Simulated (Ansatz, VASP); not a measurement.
**One calculation of Na2H5, two programs**

```
CELL_PARAMETERS angstrom
2.13560 -2.62503 0.00000
2.13560 2.62503 0.00000
0.00000 0.00000 7.51352
ATOMIC_POSITIONS crystal
Na 0.00000 0.00000 0.19046
Na 0.50000 0.50000 0.78642
H 0.50000 0.00000 0.50251
H 0.00000 0.50000 0.50251
H 0.74991 0.25009 0.50234
H 0.25009 0.74991 0.50234
H 0.00000 0.00000 0.87524
```

Alike in both runs: functional PBE; k mesh 12 × 12 × 6; occupations gaussian, width 0.1 eV; no spin polarisation.

Ansatz relaxed the structure, and its values are those at the end. VASP's run is a single point on that final structure, the one shown.

|  | VASP | Ansatz |
| --- | --- | --- |
| version | VASP 6.6.1 | Ansatz 0.2.0 |
| potentials or method | VASP PAW PBE potentials, release 64 (Na_pv, H), cutoff 520 eV | scalar-relativistic, plane waves, PAW |
| valence electrons in the cell | 19 | 23 |

|  | VASP | Ansatz | Ansatz less VASP |
| --- | --- | --- | --- |
| gap on the k mesh at the Fermi level (eV) | none | none | - |
| pressure (GPa) | -0.1 | 0.0 | +0.11 |

A gap of «none» marks a metal or a gap that the smearing closes. The functional is the same, so the differences come from potentials, cutoffs and numerics. VASP's potentials hold 19 valence electrons a cell and Ansatz's 23, so a difference there can come from the potentials and not from the codes.
